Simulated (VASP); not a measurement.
# Mo (Im-3m) in VASP: further runs

The runs below take Mo through single point, with LDA.

Everything below comes from runs of VASP 6.6.1. Logs are shortened: lines on timing, memory, paths and dates and some standing lists are left out, and cuts for length are marked.

## (1) The cell of the first run

It takes space group Im-3m (No. 229, cubic). The conventional cell has a = 2.983 Å, b = 2.983 Å, c = 2.983 Å, α = 90.00°, β = 90.00°, γ = 90.00°. Mo (site symmetry m-3m) has 14 Mo at 2.58 to 2.98 Å within 3.4 Å.

## (2) Single point, LDA (volume scaled by 0.88)

The input, INCAR:

```
  PREC = Accurate
  ENCUT = 520
  EDIFF = 1E-6
  ISMEAR = -1
  SIGMA = 0.1
  LREAL = F
  LASPH = T
  NELM = 60
  ALGO = Normal
  ISIF = 2
  LWAVE = F
  LCHARG = F
  NBANDS = 13
```

The input, KPOINTS:

```
Automatic mesh
0
Gamma
  23 23 23
```

The input, POSCAR:

```
Mo
1.0
   -1.4916282267      1.4916282267      1.4916282267
    1.4916282267     -1.4916282267      1.4916282267
    1.4916282267      1.4916282267     -1.4916282267
Mo
1
Direct
    0.0000000000      0.0000000000      0.0000000000
```

Potentials or basis: VASP PAW LDA potentials, release 64 (Mo_sv).

Started as:

```console
cat potpaw_LDA.64/Mo_sv/POTCAR > POTCAR
mpirun -np 1 vasp_std > vasp.out
```

OUTCAR:

```text
PREC = Accurate
   ENCUT = 520
   EDIFF = 1E-6
   ISMEAR = -1
   LREAL = F
   LASPH = T
   NELM = 60
   ISIF = 2

 ion  position               nearest neighbor table
   1  0.000  0.000  0.000-

  LATTYP: Found a body centered cubic cell.
 ALAT       =     2.9832564534

  Lattice vectors:

 A1 = (  -1.4916282267,   1.4916282267,   1.4916282267)
 A2 = (   1.4916282267,  -1.4916282267,   1.4916282267)
 A3 = (   1.4916282267,   1.4916282267,  -1.4916282267)

Analysis of symmetry for initial positions (statically):
=====================================================================
 Subroutine PRICEL returns:
 Original cell was already a primitive cell.

 Routine SETGRP: Setting up the symmetry group for a
 body centered cubic supercell.

 Subroutine GETGRP returns: Found 48 space group operations
[... 9 lines left out ...]

 Routine SETGRP: Setting up the symmetry group for a
 body centered cubic supercell.

 Subroutine GETGRP returns: Found 48 space group operations
[... 11 lines left out ...]
                                     Primitive cell

  volume of cell :      13.2752

  direct lattice vectors                    reciprocal lattice vectors
    -1.491628227  1.491628227  1.491628227     0.000000000  0.335204169  0.335204169
     1.491628227 -1.491628227  1.491628227     0.335204169  0.000000000  0.335204169
     1.491628227  1.491628227 -1.491628227     0.335204169  0.335204169  0.000000000

  length of vectors
     2.583575875  2.583575875  2.583575875     0.474050282  0.474050282  0.474050282

  position of ions in fractional coordinates (direct lattice)
     0.000000000  0.000000000  0.000000000

  ion indices of the primitive-cell ions
   primitive index   ion index
                 1           1

----------------------------------------------------------------------------------------

 KPOINTS: Automatic mesh

Automatic generation of k-mesh.
 Grid dimensions read from file:
 generate k-points for:   23   23   23

 Generating k-lattice:

  Cartesian coordinates                     Fractional coordinates (reciprocal lattice)
     0.000000000  0.014574094  0.014574094     0.043478261  0.000000000  0.000000000
     0.014574094  0.000000000  0.014574094     0.000000000  0.043478261  0.000000000
     0.014574094  0.014574094  0.000000000     0.000000000  0.000000000  0.043478261

  Length of vectors
     0.020610882  0.020610882  0.020610882

  Shift w.r.t. Gamma in fractional coordinates (k-lattice)
     0.000000000  0.000000000  0.000000000

 Subroutine IBZKPT returns following result:
 ===========================================

 Found    364 irreducible k-points:

 Following reciprocal coordinates:
            Coordinates               Weight
  0.000000  0.000000  0.000000      1.000000
  0.043478  0.000000  0.000000     12.000000
  0.086957  0.000000  0.000000     12.000000
  0.130435  0.000000  0.000000     12.000000
  0.173913  0.000000  0.000000     12.000000
  0.217391  0.000000  0.000000     12.000000
[... 16 lines left out ...]
  0.478261  0.043478  0.000000     24.000000
  0.086957  0.086957  0.000000     24.000000
 [... further k-points ...]
   k-points           NKPTS =    364   k-points in BZ     NKDIM =    364   number of bands    NBANDS=     13
   number of dos      NEDOS =    301   number of ions     NIONS =      1
   total plane-waves  NPLWV =   8000
   dimension x,y,z NGX =    20 NGY =   20 NGZ =   20
   dimension x,y,z NGXF=    40 NGYF=   40 NGZF=   40
   ions per type =               1
   NGX,Y,Z   is equivalent  to a cutoff of  12.87, 12.87, 12.87 a.u.
   NGXF,Y,Z  is equivalent  to a cutoff of  25.74, 25.74, 25.74 a.u.
 SYSTEM =  unknown system
   PREC   = accura    normal or accurate (medium, high low for compatibility)
   ISTART =      0    job   : 0-new  1-cont  2-samecut
   ICHARG =      2    charge: 1-file 2-atom 10-const
   ISPIN  =      1    spin polarized calculation?
   LNONCOLLINEAR =      F non collinear calculations
   LSORBIT =      F    spin-orbit coupling
   LASPH  =      T    aspherical Exc in radial PAW
   ENCUT  =  520.0 eV  38.22 Ry    6.18 a.u.   4.80  4.80  4.80*2*pi/ulx,y,z
   NELM   =     60;   NELMIN=  2; NELMDL= -5     # of ELM steps
   EDIFF  = 0.1E-05   stopping-criterion for ELM
   LREAL  =      F    real-space projection
   EDIFFG = 0.1E-04   stopping-criterion for IOM
   NSW    =      0    number of steps for IOM
   IBRION =     -1    ionic relax: 0-MD 1-quasi-New 2-CG
   NFREE  =      0    steps in history (QN), initial steepest desc. (CG)
   ISIF   =      2    stress and relaxation
   ISYM   =      2    0-nonsym 1-usesym 2-fastsym
   POTIM  = 0.5000    time-step for ionic-motion
   TEBEG  =    0.0;   TEEND  =   0.0 temperature during run
   PSTRESS=    0.0 pullay stress
   NELECT =      14.0000    total number of electrons
   NUPDOWN=      -1.0000    fix difference up-down
   EMIN   =  10.00;   EMAX   =-10.00  energy-range for DOS
   EFERMI =   0.00;   METHOD = LEGACY
   ISMEAR =    -1;   SIGMA  =   0.10  broadening in eV -4-tet -1-fermi 0-gaus
   EFERMI_NEDOS =   21; number of points for ismear=-14 and -15
   IALGO  =     38    algorithm
   IMIX   =      4    mixing-type and parameters
     AMIX     =   0.40;   BMIX     =  1.00
     AMIX_MAG =   1.60;   BMIX_MAG =  1.00
  volume/ion in A,a.u.               =      13.28        89.59
  Fermi-wavevector in a.u.,A,eV,Ry     =   1.666365  3.148974 37.780301  2.776774
  Thomas-Fermi vector in A             =   2.752574
   LORBIT       =      0    0 simple, 1 ext, 2 COOP (PROOUT), +10 PAW based schemes
   GGA     = CA    functional components
   LHFCALC =     F    Hartree Fock is set to
   AEXX    =    0.0000 exact exchange contribution
   IVDW    =     0    specifies the selected vdW correction
   LEPSILON=     F    determine dielectric tensor
   LRPA    =     F    only Hartree local field effects (RPA)
 non-spin polarized calculation
  energy-cutoff  :      520.00
  volume of cell :       13.28
 maximum number of plane-waves:       370
   NGX =  9   NGY =  9   NGZ =  9

 number of electron      14.0000000 magnetization

 Free energy of the ion-electron system (eV)
  ---------------------------------------------------
  ext. energy  EPLUGINS =         0.00000000
  ---------------------------------------------------
  free energy    TOTEN  =       -11.88445697 eV

  energy without entropy =      -11.86567651  energy(sigma->0) =      -11.87506674

 E-fermi :  15.3587     XC(G=0): -14.5375

 val. band max:       15.3528037339   @ k =  -0.1739   0.1739   0.0870
 cond. band min:      15.3815208321   @ k =  -0.2174   0.2174   0.0870
 fundamental gap:      0.0287170982
 Fermi energy:        15.3587053640

 k-point     1 :       0.0000    0.0000    0.0000
  band No.  band energies     occupation
      1     -45.7501      2.00000
      2     -18.6849      2.00000
      3     -18.6849      2.00000
      4     -18.6849      2.00000
      5       7.6403      2.00000
      6      13.5620      2.00000
      7      13.5620      2.00000
      8      13.5620      2.00000
      9      17.2232      0.00000
     10      17.2232      0.00000
     11      30.2928      0.00000
     12      30.2928      0.00000
     13      30.2928      0.00000

 k-point     2 :       0.0435    0.0000    0.0000
  band No.  band energies     occupation
      1     -45.7409      2.00000
      2     -18.7327      2.00000
      3     -18.6992      2.00000
      4     -18.6855      2.00000
      5       7.7432      2.00000
      6      13.4998      2.00000
      7      13.5526      2.00000
      8      13.6606      2.00000
      9      17.1209      0.00000
     10      17.2228      0.00000
     11      30.3803      0.00000
     12      30.4655      0.00000
     13      30.5415      0.00000

 k-point     3 :       0.0870    0.0000    0.0000
  band No.  band energies     occupation
      1     -45.7141      2.00000
      2     -18.8714      2.00000
      3     -18.7406      2.00000
      4     -18.6871      2.00000
      5       8.0395      2.00000
      6      13.3226      2.00000
      7      13.5160      2.00000
      8      13.9538      2.00000
      9      16.8720      0.00000
     10      17.2249      0.00000
     11      30.6195      0.00000
     12      30.9732      0.00000
     13      31.2202      0.00000

 k-point     4 :       0.1304    0.0000    0.0000
  band No.  band energies     occupation
      1     -45.6712      2.00000
      2     -19.0875      2.00000
      3     -18.8058      2.00000
      4     -18.6898      2.00000
      5       8.4886      2.00000
      6      13.0557      2.00000
      7      13.4385      2.00000
      8      14.4340      1.99981
      9      16.6110      0.00001
     10      17.2385      0.00000
     11      30.9321      0.00000
     12      31.7888      0.00000
     13      32.1459      0.00000

 k-point     5 :       0.1739    0.0000    0.0000
  band No.  band energies     occupation
      1     -45.6154      2.00000
      2     -19.3611      2.00000
      3     -18.8891      2.00000
      4     -18.6932      2.00000
      5       9.0086      2.00000
      6      12.7318      2.00000
      7      13.3470      2.00000
      8      15.0883      1.87448
      9      16.4644      0.00003
     10      17.2744      0.00000
     11      31.1648      0.00000
     12      32.8758      0.00000
     13      33.0335      0.00000
[... 257 lines left out ...]
 k-point    22 :       0.4348    0.0435    0.0000
  band No.  band energies     occupation
      1     -45.2423      2.00000
      2     -20.9703      2.00000
      3     -19.4107      2.00000
      4     -18.7348      2.00000
      5       9.0250      2.00000
      6      11.0801      2.00000
      7      16.8593      0.00000
      8      17.4718      0.00000
      9      18.4589      0.00000
     10      21.2804      0.00000
     11      27.8284      0.00000
     12      29.8623      0.00000
     13      34.9845      0.00000

 k-point    23 :       0.4783    0.0435    0.0000
  band No.  band energies     occupation
      1     -45.2324      2.00000
      2     -21.0093      2.00000
      3     -19.4238      2.00000
      4     -18.7355      2.00000
      5       8.9758      2.00000
      6      11.0437      2.00000
      7      17.1929      0.00000
      8      17.3453      0.00000
      9      18.5768      0.00000
     10      21.5343      0.00000
     11      27.6877      0.00000
     12      29.6458      0.00000
     13      34.6359      0.00000

 k-point    24 :       0.0870    0.0870    0.0000
  band No.  band energies     occupation
      1     -45.6467      2.00000
      2     -19.2072      2.00000
      3     -18.8040      2.00000
      4     -18.7323      2.00000
      5       8.7483      2.00000
      6      13.0340      2.00000
      7      13.1783      2.00000
      8      14.8127      1.99153
      9      16.3968      0.00006
     10      17.3566      0.00000
     11      31.1873      0.00000
     12      32.1823      0.00000
     13      32.5215      0.00000

 [... further k-points ...]
[... 5 lines left out ...]
  --------------------------------------------------------------------------------------
  -------------------------------------------------------------------------------------
  Total        4.1038300      4.1038300      4.1038300      0.0000000      0.0000000      0.0000000
  in kB      495.2884153    495.2884153    495.2884153      0.0000000      0.0000000      0.0000000
  external PRESSURE =     495.2884153 kB  Pullay stress =       0.0000000 kB

 VOLUME and BASIS-vectors are now :
 -----------------------------------------------------------------------------
  energy-cutoff  :      520.00
  volume of cell :       13.28
      direct lattice vectors                 reciprocal lattice vectors
    -1.491628227  1.491628227  1.491628227     0.000000000  0.335204169  0.335204169
     1.491628227 -1.491628227  1.491628227     0.335204169  0.000000000  0.335204169
     1.491628227  1.491628227 -1.491628227     0.335204169  0.335204169  0.000000000

 POSITION                                       TOTAL-FORCE (eV/Angst)
 -----------------------------------------------------------------------------------
      0.00000      0.00000      0.00000        -0.000000     -0.000000      0.000000
 -----------------------------------------------------------------------------------
    total drift:                                0.000000     -0.000000      0.000000

  FREE ENERGIE OF THE ION-ELECTRON SYSTEM (eV)
  ---------------------------------------------------
  free  energy   TOTEN  =       -11.8844569665 eV

  energy  without entropy=      -11.8656765081  energy(sigma->0) =      -11.87506674
```

Run time: 76 s. Hardware: 1 thread of Intel Xeon 8259CL, shared host; peak memory 0.17 GiB.

What came out:

```
Free energy            : -11.8845 eV
Pressure               : 49.5 GPa
Band gap on the k mesh : zero (band 7 reaches 20.16 eV, above the bottom of band 8 at 13.56 eV)
```

## (3) Single point, LDA (volume scaled by 0.92)

The input, INCAR:

```
ALGO = Normal
EDIFF = 1E-7
ENCUT = 520
GGA = CA
ISIF = 2
ISMEAR = -1
LASPH = True
LCHARG = False
LREAL = False
LWAVE = False
NBANDS = 13
NELM = 60
PREC = Accurate
SIGMA = 0.1
```

The input, KPOINTS:

```
k-points
0
Gamma
  23 23 23
```

The input, POSCAR:

```
Mo
1.0
   -1.5138946173      1.5138946173      1.5138946173
    1.5138946173     -1.5138946173      1.5138946173
    1.5138946173      1.5138946173     -1.5138946173
Mo
1
Direct
    0.0000000000      0.0000000000      0.0000000000
```

Potentials or basis: VASP PAW LDA potentials, release 64 (Mo_sv).

Started as:

```console
cat potpaw_LDA.64/Mo_sv/POTCAR > POTCAR
mpirun -np 1 vasp_std > vasp.out
```

Wall time 72 s (1 thread of Intel Xeon 8259CL, shared host); peak memory 0.17 GiB.

It converged, with:

| Property | Result |
| --- | --- |
| Free energy | -12.0331 eV |
| Pressure | 29.8 GPa |
| Band gap on the k mesh | zero (band 7 reaches 19.07 eV, above the bottom of band 8 at 12.86 eV) |

Levels at points of the mesh, in eV from the Fermi level:
| k point | band 5 | band 6 | band 7 | band 8 | band 9 | band 10 |
| --- | --- | --- | --- | --- | --- | --- |
| (0.00, 0.00, 0.00) | -7.60 | -1.67 | -1.67 | -1.67 | 1.81 | 1.81 |

(Continued in part 2 of 2.)
